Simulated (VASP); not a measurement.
TeF, 2 atoms in the cell. Symmetry: Pm-3m, No. 221, cubic system. The conventional cell has a = 3.264 Å, b = 3.264 Å, c = 3.264 Å, α = 90.00°, β = 90.00°, γ = 90.00°. Within 3.7 Å of Te (site symmetry m-3m) lie 8 F at 2.83 Å and 6 Te at 3.26 Å. Within 3.7 Å of F (site symmetry m-3m) lie 8 Te at 2.83 Å and 6 F at 3.26 Å. The cell was generated, and may not be a known phase.

```yaml
Program: VASP 6.6.1
Task: single point
Functional: PBE
Potentials_or_basis: VASP PAW PBE potentials, release 64 (Te, F)
Cutoff: 520 eV
k_mesh: 18 × 18 × 18
Occupations: gaussian, width 0.1 eV
Spin: no spin polarisation
Dipole_correction: no
Further_INCAR_settings: ALGO = Normal; EDIFF = 1e-06; NBANDS = 14
```

Potentials or basis: VASP PAW PBE potentials, release 64 (Te, F).

Run with:

```sh
$ cat potpaw_PBE.64/Te/POTCAR potpaw_PBE.64/F/POTCAR > POTCAR
$ mpirun -np 1 vasp_std > vasp.out
```

Hardware: 1 thread of Intel(R) Xeon(R) Platinum 8488C (Sapphire Rapids), on a shared host.

Task: How long does it take, and how much memory?

Result: Wall time 28 s on 1 thread of Intel(R) Xeon(R) Platinum 8488C (Sapphire Rapids), on a shared host, peak memory 0.22 GiB. Counts: scf iterations 14, k points 220.
